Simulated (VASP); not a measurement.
Bi, 2 atoms in the cell. The structure is hexagonal, space group P6_3/mmc (No. 194). Conventional cell: a = 4.539 Å, b = 4.539 Å, c = 11.711 Å, α = 90.00°, β = 90.00°, γ = 120.00°. This isn't the form of Bi at room conditions, which is rhombohedral. This cell differs from its parent crystal: zz strain of -1 %.

| Quantity | Value |
| --- | --- |
| Program | VASP 6.6.1 |
| Task | electric field gradients |
| Functional | PBEsol |
| Potentials or basis | VASP PAW PBE potentials, release 64 (Bi_d) |
| Cutoff | 520 eV |
| k mesh | 9 × 9 × 3 |
| Occupations | fermi-dirac, width 0.08 eV |
| Spin | no spin polarisation |
| Dipole correction | no |
| Further INCAR settings | ALGO = Normal; EDIFF = 1e-08; NBANDS = 22 |

Potentials or basis: VASP PAW PBE potentials, release 64 (Bi_d).

Launch:

```sh
$ cat potpaw_PBE.64/Bi_d/POTCAR > POTCAR
$ mpirun -np 1 vasp_std > vasp.out
```

Hardware: 1 thread of Intel(R) Xeon(R) Platinum 8488C (Sapphire Rapids) (shared host).

Problem. Estimate the wall time of this run.

Solution. Run time: 100 s on 1 thread of Intel(R) Xeon(R) Platinum 8488C (Sapphire Rapids) (shared host), peak memory 0.36 GiB. Counts: scf iterations 15, k points 24.
